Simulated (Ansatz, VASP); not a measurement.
## Li: VASP beside Ansatz

The input INCAR:

```
PREC = Accurate
ENCUT = 520
EDIFF = 1E-8
ISMEAR = -1
SIGMA = 0.05
LREAL = False
LASPH = True
NELM = 80
ALGO = Normal
ISIF = 2
LWAVE = False
LCHARG = False
GGA = PS
LEFG = True
NBANDS = 12
```

Contents of KPOINTS:

```
Automatic mesh
0
Gamma
  12 12 12
```

The input POSCAR:

```
Li
1.0
    1.5504989657      0.8951809952      7.3606510000
   -1.5504989657      0.8951809952      7.3606510000
    0.0000000000     -1.7903619905      7.3606510000
Li
3
Direct
    0.0000000000      0.0000000000      0.0000000000
    0.2220000000      0.2220000000      0.2220000000
    0.7780000000      0.7780000000      0.7780000000
```

Input for Ansatz:

```yaml
crystal:
  lattice:
    - [1.5504989657, 0.8951809952, 7.360651]
    - [-1.5504989657, 0.8951809952, 7.360651]
    - [0.0, -1.7903619905, 7.360651]
  atoms:
    - { symbol: Li, position: [0.0, 0.0, 0.0] }
    - { symbol: Li, position: [0.222, 0.222, 0.222] }
    - { symbol: Li, position: [0.778, 0.778, 0.778] }
kpoints:
  mp_grid: { grid: [12, 12, 12] }
scf:
  occupations: { method: fermi_dirac, width: 0.05 }
hamiltonian:
  xc: pbesol
  pseudopotentials: { kind: all_electron, datasets: crystal }
output:
  forces: true
  stress: true
  eigenvalues: true
  efg: { contact_densities: true }
```

Change from the starting cell: zz strain of -3 %, crystal datasets.

Alike in both runs: task electric field gradients; functional PBEsol; k mesh 12 × 12 × 12; occupations fermi-dirac, width 0.05 eV; no spin polarisation.

```csv
,VASP,Ansatz
version,VASP 6.6.1,Ansatz 0.2.0
potentials or method,"VASP PAW PBE potentials, release 64 (Li_sv), cutoff 520 eV","all-electron PAW with datasets made for the crystal, scalar-relativistic"
```

|  | VASP | Ansatz | Ansatz less VASP |
| --- | --- | --- | --- |
| rms of the force components (eV/Å) | 0.005 | 0.005 | +0.0001 |
| size of Vzz on the site where it differs most (V/Å²) | 0.2 | 0.1 | -0.05 |

VASP's potentials were made for PBE, not for PBEsol. Atom by atom the forces differ by 0.000 eV/Å (rms over components). Ansatz ran all-electron here, and VASP with PAW potentials.

Noted on VASP's run: the cutoff is under 1.25 times that of the potentials, so the pressure is a little rough.
